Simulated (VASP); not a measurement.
# H (P1) in VASP: relaxation of cell and atoms with r2SCAN

Aim: the relaxation of cell and atoms of H with r2SCAN.

Program: VASP 6.6.1. These are calculated values, not measurements. Logs are shortened: lines on timing, memory, paths and dates and some standing lists are left out, and cuts for length are marked.

## (1) The cell of the first run

The typed cell holds 3 atoms: a = 2.602 Å, b = 2.749 Å, c = 3.623 Å, α = 89.06°, β = 89.07°, γ = 120.16°.

## (2) Relaxation of cell and atoms, r2SCAN

File POSCAR:

```
H
1.0
    2.6016431400     -0.0452132900      0.0219877600
   -1.3399769300      2.4001027000      0.0222496700
    0.0292455500      0.0510553200      3.6220781000
H
3
Direct
    0.2320320000      0.0099350000      0.3098410000
    0.9772030000      0.2173590000      0.6792300000
    0.7140610000      0.7337840000      0.0080890000
```

File INCAR.step1:

```
PREC     = Accurate       # precision mode
ENCUT    = 910            # plane-wave cutoff, eV
ISMEAR   = -1             # smearing method
SIGMA    = 0.1            # smearing width, eV
LREAL    = False          # projectors in reciprocal space
LASPH    = True           # aspherical terms in the spheres
NELM     = 120            # most SCF steps
GGA      = PE             # functional
ALGO     = Normal         # electronic algorithm
EDIFF    = 1E-5           # SCF threshold, eV
LWAVE    = True           # write WAVECAR
LCHARG   = False          # write CHGCAR
GGA_COMPAT= False        
IBRION   = 2              # ionic algorithm
ISIF     = 3              # what is computed and relaxed
EDIFFG   = -0.005         # ionic threshold
NELMIN   = 4            
NSW      = 100            # ionic steps
```

File INCAR.step2:

```
PREC     = Accurate       # precision mode
ENCUT    = 910            # plane-wave cutoff, eV
EDIFF    = 1E-7           # SCF threshold, eV
ISMEAR   = -1             # smearing method
SIGMA    = 0.1            # smearing width, eV
LREAL    = False          # projectors in reciprocal space
LASPH    = True           # aspherical terms in the spheres
NELM     = 120            # most SCF steps
ALGO     = Normal         # electronic algorithm
ISIF     = 3              # what is computed and relaxed
LWAVE    = False          # write WAVECAR
LCHARG   = False          # write CHGCAR
METAGGA  = R2SCAN         # meta-GGA
LMIXTAU  = True         
IBRION   = 2              # ionic algorithm
NSW      = 80             # ionic steps
EDIFFG   = -0.03          # ionic threshold
ISTART   = 1            
GGA_COMPAT= False        
NELMIN   = 4
```

File KPOINTS:

```
Automatic mesh
0
Gamma
  8 7 5
  0.5 0 0
```

Potentials or basis: VASP PAW PBE potentials, release 64 (H_h).

The run is started by

```sh
$ cat potpaw_PBE.64/H_h/POTCAR > POTCAR
$ cp INCAR.step1 INCAR
$ mpirun -np 1 vasp_std > vasp.out
$ cp INCAR.step2 INCAR
$ mpirun -np 1 vasp_std > vasp.out
```

OUTCAR:

```text
PREC = Accurate
   ENCUT = 910
   EDIFF = 1E-7
   ISMEAR = -1
   LREAL = False
   LASPH = True
   NELM = 120
   ISIF = 3
   METAGGA = R2SCAN
   IBRION = 2
   NSW = 80
   EDIFFG = -0.03
   ISTART = 1
   NELMIN = 4

 ion  position               nearest neighbor table
   1  0.232  0.010  0.310-
   2  0.977  0.217  0.679-
   3  0.714  0.734  0.008-

  LATTYP: Found a triclinic cell.
 ALAT       =     6.8506338488
 B/A-ratio  =     0.9326323401
 C/A-ratio  =     1.4404315668
 COS(alpha) =     0.0028297676
 COS(beta)  =     0.6280485018
 COS(gamma) =     0.7782194711

  Lattice vectors:

 A1 = (   6.4649524900,   2.2644628300,   0.0882129500)
 A2 = (   5.2325318300,  -0.0393712600,   3.6660536200)
 A3 = (   5.0664844600,   4.5624548900,  -7.1336935800)

Analysis of symmetry for initial positions (statically):
=====================================================================
 Subroutine PRICEL returns:
 Original cell was already a primitive cell.

 Routine SETGRP: Setting up the symmetry group for a
 triclinic supercell.

 Subroutine GETGRP returns: Found  1 space group operations
 (whereof  1 operations were pure point group operations)
 out of a pool of  2 trial point group operations.

The static configuration has the point symmetry C_1 .

Analysis of symmetry for dynamics (positions and initial velocities):
=====================================================================
 Subroutine PRICEL returns:
 Original cell was already a primitive cell.

 Routine SETGRP: Setting up the symmetry group for a
 triclinic supercell.

 Subroutine GETGRP returns: Found  1 space group operations
 (whereof  1 operations were pure point group operations)
 out of a pool of  2 trial point group operations.

The dynamic configuration has the point symmetry C_1 .

 Subroutine INISYM returns: Found  1 space group operations
 (whereof  1 operations are pure point group operations),
 and found     1 'primitive' translations

----------------------------------------------------------------------------------------

                                     Primitive cell

  volume of cell :      22.3915

  direct lattice vectors                    reciprocal lattice vectors
     2.601643140 -0.045213290  0.021987760     0.388192237  0.216785044 -0.006190072
[... 82 lines left out ...]
   ISPIN  =      1    spin polarized calculation?
   LNONCOLLINEAR =      F non collinear calculations
   LSORBIT =      F    spin-orbit coupling
   LASPH  =      T    aspherical Exc in radial PAW
   ENCUT  =  910.0 eV  66.88 Ry    8.18 a.u.   6.40  6.76  8.91*2*pi/ulx,y,z
   NELM   =    120;   NELMIN=  4; NELMDL=  0     # of ELM steps
   EDIFF  = 0.1E-06   stopping-criterion for ELM
   LREAL  =      F    real-space projection
   EDIFFG = -.3E-01   stopping-criterion for IOM
   NSW    =     80    number of steps for IOM
   IBRION =      2    ionic relax: 0-MD 1-quasi-New 2-CG
   NFREE  =      1    steps in history (QN), initial steepest desc. (CG)
   ISIF   =      3    stress and relaxation
   ISYM   =      2    0-nonsym 1-usesym 2-fastsym
   POTIM  = 0.5000    time-step for ionic-motion
   TEBEG  =    0.0;   TEEND  =   0.0 temperature during run
   PSTRESS=    0.0 pullay stress
   NELECT =       3.0000    total number of electrons
   NUPDOWN=      -1.0000    fix difference up-down
   EMIN   =  10.00;   EMAX   =-10.00  energy-range for DOS
   EFERMI =   0.00;   METHOD = LEGACY
   ISMEAR =    -1;   SIGMA  =   0.10  broadening in eV -4-tet -1-fermi 0-gaus
   EFERMI_NEDOS =   21; number of points for ismear=-14 and -15
   IALGO  =     38    algorithm
   IMIX   =      4    mixing-type and parameters
     AMIX     =   0.40;   BMIX     =  1.00
     AMIX_MAG =   1.60;   BMIX_MAG =  1.00
  volume/ion in A,a.u.               =       7.46        50.37
  Fermi-wavevector in a.u.,A,eV,Ry     =   0.837698  1.583019  9.547714  0.701737
  Thomas-Fermi vector in A             =   1.951630
   LORBIT       =      0    0 simple, 1 ext, 2 COOP (PROOUT), +10 PAW based schemes
   METAGGA = R2SCAN    functional components
   LHFCALC =     F    Hartree Fock is set to
   AEXX    =    0.0000 exact exchange contribution
   IVDW    =     0    specifies the selected vdW correction
   LEPSILON=     F    determine dielectric tensor
   LRPA    =     F    only Hartree local field effects (RPA)
 conjugate gradient relaxation of ions
 non-spin polarized calculation
  energy-cutoff  :      910.00
  volume of cell :       22.39
 maximum number of plane-waves:      1411
 NGX is ok and might be reduce to    28
   NGX = 13   NGY = 13   NGZ = 17

--------------------------------------- Ionic step        1  -------------------------------------------

 number of electron       3.0000000 magnetization

 Free energy of the ion-electron system (eV)
  ---------------------------------------------------
  ext. energy  EPLUGINS =         0.00000000
  ---------------------------------------------------
  free energy    TOTEN  =        -5.68859125 eV

  energy without entropy =       -5.66287955  energy(sigma->0) =       -5.67573540

------------------------ aborting loop because EDIFF is reached ----------------------------------------

  FORCE on cell =-STRESS in cart. coord.  units (eV):
  Direction    XX          YY          ZZ          XY          YZ          ZX
  --------------------------------------------------------------------------------------
  -------------------------------------------------------------------------------------
  Total       -2.3285956     -2.4744788     -3.6648994     -0.2384531      0.0306389      0.1109453
  in kB     -166.6175032   -177.0558477   -262.2337581    -17.0619825      2.1922989      7.9384431
  external PRESSURE =    -201.9690363 kB  Pullay stress =       0.0000000 kB
[... 490 lines left out ...]
 k-point    24 :       0.4375    0.4286    0.0000
  band No.  band energies     occupation
      1      -9.0275      2.00000
      2       4.5234      0.00000
      3       9.9873      0.00000
      4      11.9005      0.00000
      5      16.4217      0.00000

 [... further k-points ...]

[... ionic steps 4 to 15 ...]

--------------------------------------- Ionic step       16  -------------------------------------------

 number of electron       3.0000000 magnetization

------------------------ aborting loop because EDIFF is reached ----------------------------------------
[... 69 lines left out ...]
--------------------------------------- Ionic step       18  -------------------------------------------

 number of electron       3.0000000 magnetization

 Free energy of the ion-electron system (eV)
  ---------------------------------------------------
  ext. energy  EPLUGINS =         0.00000000
  ---------------------------------------------------
  free energy    TOTEN  =        -9.14526943 eV

  energy without entropy =       -9.13920803  energy(sigma->0) =       -9.14223873

 E-fermi :  -0.5211     XC(G=0):  -8.4491

 val. band max:       -0.5482255248   @ k =  -0.0625   0.2857   0.2000
 cond. band min:      -0.4109812542   @ k =  -0.1875  -0.1429   0.2000
 fundamental gap:      0.1372442706
 Fermi energy:        -0.5210727796
[... 222 lines left out ...]
  FREE ENERGIE OF THE ION-ELECTRON SYSTEM (eV)
  ---------------------------------------------------
  free  energy   TOTEN  =        -9.1452694322 eV

  energy  without entropy=       -9.1392080263  energy(sigma->0) =       -9.14223873

 reached required accuracy - stopping structural energy minimisation
```

OSZICAR.step1:

```text
N       E                     dE             d eps       ncg     rms          rms(c)
DAV:   1    -0.216663540282E+01   -0.21666E+01   -0.12338E+03  1400   0.564E+02
DAV:   2    -0.569499920014E+01   -0.35284E+01   -0.33182E+01  1865   0.455E+01
DAV:   3    -0.579242566768E+01   -0.97426E-01   -0.96183E-01  1615   0.885E+00
[... 141 lines left out ...]
       N       E                     dE             d eps       ncg     rms          rms(c)
DAV:   1    -0.897457015947E+01   -0.17473E-04   -0.11599E-03  1630   0.435E-01    0.519E-03
DAV:   2    -0.897457070821E+01   -0.54874E-06   -0.58301E-06  1820   0.298E-02    0.328E-03
DAV:   3    -0.897457074541E+01   -0.37197E-07   -0.30088E-07   880   0.482E-03    0.388E-04
DAV:   4    -0.897457074907E+01   -0.36623E-08   -0.33504E-08   750   0.226E-03
  22 F= -.89745707E+01 E0= -.89710501E+01  d E =-.180602E-04
```

Run time: 44 min. Hardware: 1 thread of Intel Xeon Platinum 8259CL at 2.50GHz (Skylake/Cascade Lake), shared host; peak memory 0.18 GiB.

What came out:

- Free energy: -9.1453 eV
- Relaxed volume: 5.21 Å³/atom
- Relaxed cell: a = 2.458 Å, b = 2.501 Å, c = 2.960 Å, α = 90.44°, β = 87.98°, γ = 120.71°
- Space group after relaxing (to 0.1 Å): C2/m (No. 12)
- Energy gained by relaxing: 1152.2 meV/atom
- Ionic steps: 18
- Pressure after relaxing: 0.2 GPa
- Largest force after relaxing: 0.020 eV/Å
- Band gap on the k mesh: zero (an odd number of electrons rules out a gap without spin polarisation)

Forces on the atoms (eV/Å):
```
H   -0.019 -0.002 -0.004
H    0.008 -0.014 -0.002
H    0.011  0.016  0.006
```

Step by step:
```tsv
step	energy change (eV)	largest force (eV/Å)	pressure (GPa)	volume (Å³)
1	0.0000	1.7491	-20.20	22.39
2	-0.8388	2.3374	-19.79	19.48
3	-2.8438	1.5190	5.14	12.23
4	-2.5997	1.7973	48.29	9.72
5	-2.8809	1.3057	16.42	11.30
6	-3.2073	0.8659	17.37	11.46
7	-3.2146	1.2727	17.59	11.49
8	-3.3413	0.4015	2.10	12.87
9	-3.3600	0.1536	5.62	12.48
10	-3.4022	0.1057	3.93	13.14
11	-3.4334	0.2018	1.65	14.33
12	-3.4341	0.2341	1.29	14.56
13	-3.4460	0.2003	1.58	14.86
14	-3.4468	0.2857	1.70	14.96
15	-3.4539	0.1266	1.14	15.24
16	-3.4564	0.0309	0.58	15.54
17	-3.4564	0.0363	0.56	15.55
18	-3.4567	0.0204	0.25	15.63
```

Final structure:
```
CELL_PARAMETERS angstrom
2.45726 -0.02663 0.03961
-1.25400 2.16397 -0.01079
0.05711 0.02184 2.95961
ATOMIC_POSITIONS crystal
H 0.97667 0.98732 0.33240
H 0.97446 0.98877 0.66576
H 0.97216 0.98498 0.99900
```

Caveat: the k points lie up to 0.42 Å⁻¹ apart in the final cell, too coarse for converged energies and pressures of a metal; the volume moved by over 15 % at a fixed basis, so the end points are rough; the PAW data sets were made with another functional, which shifts forces and pressure a little; an odd number of electrons without spin polarisation forces a metal; a magnetic or distorted state may lie lower.

The gap in the log of VASP goes by the Fermi energy; the results here count the filled bands.